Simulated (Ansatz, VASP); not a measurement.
Ru in VASP and in Ansatz

INCAR

```
SYSTEM = Ru
PREC     = Accurate       ! precision mode
ENCUT    = 520            ! plane-wave cutoff, eV
EDIFF    = 1E-7           ! SCF threshold, eV
ISMEAR   = -1             ! smearing method
SIGMA    = 0.1            ! smearing width, eV
LREAL    = .False.        ! projectors in reciprocal space
LASPH    = .True.         ! aspherical terms in the spheres
NELM     = 60             ! most SCF steps
ALGO     = Normal         ! electronic algorithm
ISIF     = 2              ! what is computed and relaxed
LWAVE    = .False.        ! write WAVECAR
LCHARG   = .False.        ! write CHGCAR
GGA      = RE             ! functional
NBANDS   = 13             ! bands
```

The input KPOINTS:

```
regular mesh
0
Gamma
  14 14 14
  0 0 0
```

File POSCAR:

```
Ru
1.0
    2.6195291504      0.0000000000      0.0000000000
    0.0000000000      2.6195291504      0.0000000000
    0.0000000000      0.0000000000      2.6195291504
Ru
1
Direct
    0.0000000000      0.0000000000      0.0000000000
```

Input for Ansatz:

```yaml
crystal:
  lattice:
    - [2.6195291504, 0.0, 0.0]
    - [0.0, 2.6195291504, 0.0]
    - [0.0, 0.0, 2.6195291504]
  atoms:
    - { symbol: Ru, position: [0.0, 0.0, 0.0] }
hamiltonian:
  xc: revpbe
  pseudopotentials:
    kind: paw
    azcp:
      Ru: "pseudopotentials/Ru.paw.azcp"
basis:
  ecutwfc: 420
  fft_grid_basis: typed
kpoints:
  mp_grid: { grid: [14, 14, 14], shift: [0, 0, 0] }
magnetization:
  spin_polarized: false
scf:
  occupations: { method: fermi_dirac, width: 0.1 }
  lower_state_search: "off"
output:
  stress: true
  write_density: true
  write_potential: true
  elf: true
  volumetric_format: npy
```

Alike in both runs: task single point; functional revPBE; k mesh 14 × 14 × 14; occupations fermi-dirac, width 0.1 eV; no spin polarisation.

```csv
,VASP,Ansatz
version,VASP 6.6.1,Ansatz 0.2.0
potentials or method,"VASP PAW PBE potentials, release 64 (Ru_pv), cutoff 520 eV","plane waves (420 eV) with PAW, scalar-relativistic"
valence electrons in the cell,14,16
```

```tsv
	VASP	Ansatz	Ansatz less VASP
pressure (GPa)	-17.9	-17.9	+0.01
```

VASP's potentials were made for PBE, not for revPBE. VASP's potentials hold 14 valence electrons a cell and Ansatz's 16, so a difference there can come from the potentials and not from the codes.
